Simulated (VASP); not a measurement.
Runs of VASP 6.6.1 on ZnS. The structure is that of space group P6_3mc (No. 186), or close to it. The cells are those of the table. 

| task | cell | k mesh for the DOS | occupations for the DOS | gap on the mesh (eV) | pressure (GPa) | largest force (eV/Å) |
| --- | --- | --- | --- | --- | --- | --- |
| single point | a = 3.972, b = 3.972, c = 6.500 Å, angles 90.0, 90.0, 120.0°, 4 atoms | - | - | 1.67 | -5.2 | 0.01 |
| single point | a = 3.764, b = 3.764, c = 6.186 Å, angles 90.0, 90.0, 120.0°, 4 atoms | - | - | 2.36 | 5.1 | 0.01 |
| single point | a = 3.722, b = 3.722, c = 6.125 Å, angles 90.0, 90.0, 120.0°, 4 atoms | - | - | (b) | (a) | - |
| single point | a = 3.807, b = 3.807, c = 6.241 Å, angles 90.0, 90.0, 120.0°, 4 atoms | - | - | 2.22 | 2.4 | 0.01 |
| single point | a = 3.922, b = 3.922, c = 6.424 Å, angles 90.0, 90.0, 120.0°, 4 atoms | - | - | 1.83 | -3.4 | 0.01 |
| single point | a = 3.681, b = 3.681, c = 6.057 Å, angles 90.0, 90.0, 120.0°, 4 atoms | - | - | 2.66 | 11.9 | 0.01 |
| single point | a = 3.884, b = 3.884, c = 6.367 Å, angles 90.0, 90.0, 120.0°, 4 atoms | - | - | 1.95 | -1.8 | - |

Alike in all rows: level PBE; potentials or basis VASP PAW PBE potentials, release 64 (Zn, S); no spin polarisation; k mesh 12 × 12 × 6; cutoff (eV) 520; smearing gaussian 0.02 eV.

**Question.** Fill in the values left out.

**Answer.** (a) 8.2; (b) 2.50.

A k mesh can miss the band edges.
